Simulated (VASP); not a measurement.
# Sb (Fm-3m) in VASP: a series of runs, part 2 of 2

VASP 6.6.1. Earlier steps stand in the parts before.

### Step 3. Single point, r2SCAN (volume scaled by 0.88)

POSCAR reads:

```
Sb
1.0
    0.0000000000      2.2869068202      2.2869068202
    2.2869068202      0.0000000000      2.2869068202
    2.2869068202      2.2869068202      0.0000000000
Sb
1
Direct
    0.0000000000      0.0000000000      0.0000000000
```

INCAR.step1 reads:

```
PREC     = Accurate       # precision mode
ENCUT    = 520            # plane-wave cutoff, eV
ISMEAR   = -1             # smearing method
SIGMA    = 0.1            # smearing width, eV
LREAL    = F              # projectors in reciprocal space
LASPH    = T              # aspherical terms in the spheres
NELM     = 100            # most SCF steps
NBANDS   = 8              # bands
GGA      = PE             # functional
ALGO     = Normal         # electronic algorithm
EDIFF    = 1E-4           # SCF threshold, eV
LWAVE    = T              # write WAVECAR
LCHARG   = F              # write CHGCAR
```

INCAR.step2 reads:

```
PREC     = Accurate       # precision mode
ENCUT    = 520            # plane-wave cutoff, eV
EDIFF    = 1E-6           # SCF threshold, eV
ISMEAR   = -1             # smearing method
SIGMA    = 0.1            # smearing width, eV
LREAL    = F              # projectors in reciprocal space
LASPH    = T              # aspherical terms in the spheres
NELM     = 100            # most SCF steps
ALGO     = Normal         # electronic algorithm
ISIF     = 2              # what is computed and relaxed
LWAVE    = F              # write WAVECAR
LCHARG   = F              # write CHGCAR
METAGGA  = R2SCAN         # meta-GGA
LMIXTAU  = T            
NBANDS   = 8              # bands
ISTART   = 1
```

KPOINTS reads:

```
Automatic mesh
0
Gamma
  13 13 13
```

Potentials or basis: VASP PAW PBE potentials, release 64 (Sb).

Command:

```bash
cat potpaw_PBE.64/Sb/POTCAR > POTCAR
cp INCAR.step1 INCAR
mpirun -np 1 vasp_std > vasp.out
cp INCAR.step2 INCAR
mpirun -np 1 vasp_std > vasp.out
```

OUTCAR:

```text
PREC = Accurate
   ENCUT = 520
   EDIFF = 1E-6
   ISMEAR = -1
   LREAL = F
   LASPH = T
   NELM = 100
   ISIF = 2
   METAGGA = R2SCAN
   ISTART = 1

 ion  position               nearest neighbor table
   1  0.000  0.000  0.000-

  LATTYP: Found a face centered cubic cell.
 ALAT       =     4.5738136404

  Lattice vectors:

 A1 = (   0.0000000000,   2.2869068202,   2.2869068202)
 A2 = (   2.2869068202,   0.0000000000,   2.2869068202)
 A3 = (   2.2869068202,   2.2869068202,   0.0000000000)

Analysis of symmetry for initial positions (statically):
=====================================================================
 Subroutine PRICEL returns:
 Original cell was already a primitive cell.

 Routine SETGRP: Setting up the symmetry group for a
 face centered cubic supercell.

 Subroutine GETGRP returns: Found 48 space group operations
 (whereof 48 operations were pure point group operations)
 out of a pool of 48 trial point group operations.

The static configuration has the point symmetry O_h .

Analysis of symmetry for dynamics (positions and initial velocities):
=====================================================================
 Subroutine PRICEL returns:
 Original cell was already a primitive cell.

 Routine SETGRP: Setting up the symmetry group for a
 face centered cubic supercell.

 Subroutine GETGRP returns: Found 48 space group operations
 (whereof 48 operations were pure point group operations)
 out of a pool of 48 trial point group operations.

The dynamic configuration has the point symmetry O_h .

 Subroutine INISYM returns: Found 48 space group operations
 (whereof 48 operations are pure point group operations),
 and found     1 'primitive' translations

----------------------------------------------------------------------------------------

                                     Primitive cell

  volume of cell :      23.9208

  direct lattice vectors                    reciprocal lattice vectors
     0.000000000  2.286906820  2.286906820    -0.218635930  0.218635930  0.218635930
     2.286906820  0.000000000  2.286906820     0.218635930 -0.218635930  0.218635930
     2.286906820  2.286906820  0.000000000     0.218635930  0.218635930 -0.218635930

  length of vectors
     3.234174641  3.234174641  3.234174641     0.378688540  0.378688540  0.378688540

  position of ions in fractional coordinates (direct lattice)
     0.000000000  0.000000000  0.000000000

  ion indices of the primitive-cell ions
   primitive index   ion index
                 1           1

----------------------------------------------------------------------------------------

 KPOINTS: Automatic mesh

Automatic generation of k-mesh.
 Grid dimensions read from file:
 generate k-points for:   13   13   13

 Generating k-lattice:

  Cartesian coordinates                     Fractional coordinates (reciprocal lattice)
    -0.016818148  0.016818148  0.016818148     0.076923077  0.000000000  0.000000000
     0.016818148 -0.016818148  0.016818148     0.000000000  0.076923077  0.000000000
     0.016818148  0.016818148 -0.016818148     0.000000000  0.000000000  0.076923077

  Length of vectors
     0.029129888  0.029129888  0.029129888

  Shift w.r.t. Gamma in fractional coordinates (k-lattice)
     0.000000000  0.000000000  0.000000000

 Subroutine IBZKPT returns following result:
 ===========================================

 Found     84 irreducible k-points:

 Following reciprocal coordinates:
            Coordinates               Weight
  0.000000  0.000000  0.000000      1.000000
  0.076923  0.000000  0.000000      8.000000
  0.153846  0.000000  0.000000      8.000000
  0.230769  0.000000  0.000000      8.000000
  0.307692  0.000000  0.000000      8.000000
  0.384615  0.000000  0.000000      8.000000
[... 16 lines left out ...]
  0.384615  0.153846  0.000000     24.000000
  0.461538  0.153846  0.000000     24.000000
 [... further k-points ...]
   k-points           NKPTS =     84   k-points in BZ     NKDIM =     84   number of bands    NBANDS=      8
   number of dos      NEDOS =    301   number of ions     NIONS =      1
   total plane-waves  NPLWV =  13824
   dimension x,y,z NGX =    24 NGY =   24 NGZ =   24
   dimension x,y,z NGXF=    48 NGYF=   48 NGZF=   48
   ions per type =               1
   NGX,Y,Z   is equivalent  to a cutoff of  12.34, 12.34, 12.34 a.u.
   NGXF,Y,Z  is equivalent  to a cutoff of  24.67, 24.67, 24.67 a.u.
 SYSTEM =  unknown system
   PREC   = accura    normal or accurate (medium, high low for compatibility)
   ISTART =      1    job   : 0-new  1-cont  2-samecut
   ICHARG =      0    charge: 1-file 2-atom 10-const
   ISPIN  =      1    spin polarized calculation?
   LNONCOLLINEAR =      F non collinear calculations
   LSORBIT =      F    spin-orbit coupling
   LASPH  =      T    aspherical Exc in radial PAW
   ENCUT  =  520.0 eV  38.22 Ry    6.18 a.u.   6.01  6.01  6.01*2*pi/ulx,y,z
   NELM   =    100;   NELMIN=  2; NELMDL=  0     # of ELM steps
   EDIFF  = 0.1E-05   stopping-criterion for ELM
   LREAL  =      F    real-space projection
[... 7 lines left out ...]
   TEBEG  =    0.0;   TEEND  =   0.0 temperature during run
   PSTRESS=    0.0 pullay stress
   NELECT =       5.0000    total number of electrons
   NUPDOWN=      -1.0000    fix difference up-down
   EMIN   =  10.00;   EMAX   =-10.00  energy-range for DOS
   EFERMI =   0.00;   METHOD = LEGACY
   ISMEAR =    -1;   SIGMA  =   0.10  broadening in eV -4-tet -1-fermi 0-gaus
   EFERMI_NEDOS =   21; number of points for ismear=-14 and -15
   IALGO  =     38    algorithm
   IMIX   =      4    mixing-type and parameters
     AMIX     =   0.40;   BMIX     =  1.00
     AMIX_MAG =   1.60;   BMIX_MAG =  1.00
  volume/ion in A,a.u.               =      23.92       161.43
  Fermi-wavevector in a.u.,A,eV,Ry     =   0.971568  1.835997 12.843133  0.943944
  Thomas-Fermi vector in A             =   2.101795
   LORBIT       =      0    0 simple, 1 ext, 2 COOP (PROOUT), +10 PAW based schemes
   METAGGA = R2SCAN    functional components
   LHFCALC =     F    Hartree Fock is set to
   AEXX    =    0.0000 exact exchange contribution
   IVDW    =     0    specifies the selected vdW correction
   LEPSILON=     F    determine dielectric tensor
   LRPA    =     F    only Hartree local field effects (RPA)
 non-spin polarized calculation
  energy-cutoff  :      520.00
  volume of cell :       23.92
 maximum number of plane-waves:       654
   NGX = 13   NGY = 13   NGZ = 13

 number of electron       5.0000000 magnetization

 Free energy of the ion-electron system (eV)
  ---------------------------------------------------
  ext. energy  EPLUGINS =         0.00000000
  ---------------------------------------------------
  free energy    TOTEN  =       -25.14523947 eV

  energy without entropy =      -25.12506101  energy(sigma->0) =      -25.13515024

 E-fermi :  10.1275     XC(G=0): -11.4095

 val. band max:       10.0402485762   @ k =  -0.4615   0.3846   0.1538
 cond. band min:      10.1603877239   @ k =   0.4615   0.2308   0.0000
 fundamental gap:      0.1201391478
 Fermi energy:        10.1274694685

 k-point     1 :       0.0000    0.0000    0.0000
  band No.  band energies     occupation
      1      -4.5156      2.00000
      2      16.7262      0.00000
      3      16.7262      0.00000
      4      16.7262      0.00000
      5      20.9341      0.00000
      6      20.9341      0.00000
      7      20.9341      0.00000
      8      21.0465      0.00000

 k-point     2 :       0.0769    0.0000    0.0000
  band No.  band energies     occupation
      1      -4.3769      2.00000
      2      15.3434      0.00000
      3      16.5068      0.00000
      4      16.5068      0.00000
      5      19.9906      0.00000
      6      21.2719      0.00000
      7      21.2719      0.00000
      8      23.0103      0.00000
[... 221 lines left out ...]
 k-point    23 :       0.3846    0.1538    0.0000
  band No.  band energies     occupation
      1      -1.4680      2.00000
      2       7.0294      2.00000
      3      12.7539      0.00000
      4      13.0113      0.00000
      5      17.3336      0.00000
      6      21.4282      0.00000
      7      23.0505      0.00000
      8      23.8781      0.00000

 k-point    24 :       0.4615    0.1538    0.0000
  band No.  band energies     occupation
      1      -0.2668      2.00000
      2       4.9381      2.00000
      3      11.9842      0.00000
      4      13.0660      0.00000
      5      17.2509      0.00000
      6      22.3123      0.00000
      7      22.3944      0.00000
      8      24.4657      0.00000

 [... further k-points ...]

------------------------ aborting loop because EDIFF is reached ----------------------------------------

  FORCE on cell =-STRESS in cart. coord.  units (eV):
  Direction    XX          YY          ZZ          XY          YZ          ZX
  --------------------------------------------------------------------------------------
  -------------------------------------------------------------------------------------
  Total        1.5336220      1.5336220      1.5336220     -0.0000000     -0.0000000     -0.0000000
  in kB      102.7196428    102.7196428    102.7196428     -0.0000000     -0.0000000     -0.0000000
  external PRESSURE =     102.7196428 kB  Pullay stress =       0.0000000 kB

 VOLUME and BASIS-vectors are now :
 -----------------------------------------------------------------------------
  energy-cutoff  :      520.00
  volume of cell :       23.92
      direct lattice vectors                 reciprocal lattice vectors
     0.000000000  2.286906820  2.286906820    -0.218635930  0.218635930  0.218635930
     2.286906820  0.000000000  2.286906820     0.218635930 -0.218635930  0.218635930
     2.286906820  2.286906820  0.000000000     0.218635930  0.218635930 -0.218635930

 POSITION                                       TOTAL-FORCE (eV/Angst)
 -----------------------------------------------------------------------------------
      0.00000      0.00000      0.00000         0.000000      0.000000      0.000000
 -----------------------------------------------------------------------------------
    total drift:                                0.000000      0.000000      0.000000

  FREE ENERGIE OF THE ION-ELECTRON SYSTEM (eV)
  ---------------------------------------------------
  free  energy   TOTEN  =       -25.1452394677 eV

  energy  without entropy=      -25.1250610082  energy(sigma->0) =      -25.13515024
```

It took 25 s on 1 thread of Intel Xeon 6975P-C, shared host; peak memory 0.15 GiB.

Results:

| Property | Result |
| --- | --- |
| Free energy | -25.1452 eV |
| Pressure | 10.3 GPa |

Caveat: the PAW data sets were made with another functional, which shifts forces and pressure a little; spin-orbit coupling is left out, which moves the levels of the heavy elements.
